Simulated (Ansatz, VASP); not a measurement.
# Sc5Al11N16 in VASP and in Ansatz

```xyz
32
Lattice="6.5435 0.0000 0.0000 -3.2718 5.7032 -0.0019 0.0000 -0.0034 10.2002" Properties=species:S:1:pos:R:3 pbc="T T T"
Al    0.0000    1.9150    5.1825
Al    1.6672    0.9314    7.6549
Al   -1.6198    4.7509   -0.0253
Al    0.0000    3.7775    2.4967
Al    0.0000    3.8433    7.6962
Al    3.2718    1.9028   -0.0700
Al    3.2718    1.9185    5.1605
Al    4.8763    0.9314    7.6549
Al    1.6198    4.7509   -0.0253
Al    3.2718    3.7704    2.4613
Al    3.2718    3.8021    7.7162
Sc    0.0000    1.9227   -0.1626
Sc    1.6432    0.9929    2.5102
Sc   -1.6443    4.7096    5.0657
Sc    4.9003    0.9929    2.5102
Sc    1.6443    4.7096    5.0657
N     0.0000    2.0030    1.8959
N     1.6332    1.0498    4.6364
N     0.0000    1.9184    7.1758
N     1.7404    0.8803    9.5828
N    -1.6327    4.6636    1.9313
N     0.0000    3.6668    4.4282
N    -1.6459    4.7384    7.1672
N     0.0000    3.9317    9.5844
N     3.2718    2.0060    1.8180
N     4.9103    1.0498    4.6364
N     3.2718    1.9259    7.1023
N     4.8031    0.8803    9.5828
N     1.6327    4.6636    1.9313
N     3.2718    3.6566    4.3873
N     1.6459    4.7384    7.1672
N     3.2718    3.8062    9.6249
```

Alike in both runs: functional PBE; k mesh 4 × 4 × 3; no spin polarisation.

Ansatz relaxed the structure, and its values are those at the end. VASP's run is a single point on that final structure, the one shown.

|  | VASP | Ansatz |
| --- | --- | --- |
| version | VASP 6.6.1 | Ansatz 0.2.0 |
| potentials or method | VASP PAW PBE potentials, release 64 (Al, Sc_sv, N) | scalar-relativistic, plane waves, PAW |
| plane-wave cutoff (eV) | 520 | 420 |
| occupations | gaussian, width 0.01 eV | fixed |
| valence electrons in the cell | 168 | 168 |

```csv
,VASP,Ansatz,Ansatz less VASP
gap on the k mesh at the Fermi level (eV),3.37,3.36,-0.006
least direct gap on the mesh (eV),3.39,3.38,-0.006
pressure (GPa),-1.6,-1.8,-0.15
rms of the force components (eV/Å),0.026,0.000,-0.0253
```

Ansatz's warnings: stress scf threshold loose.
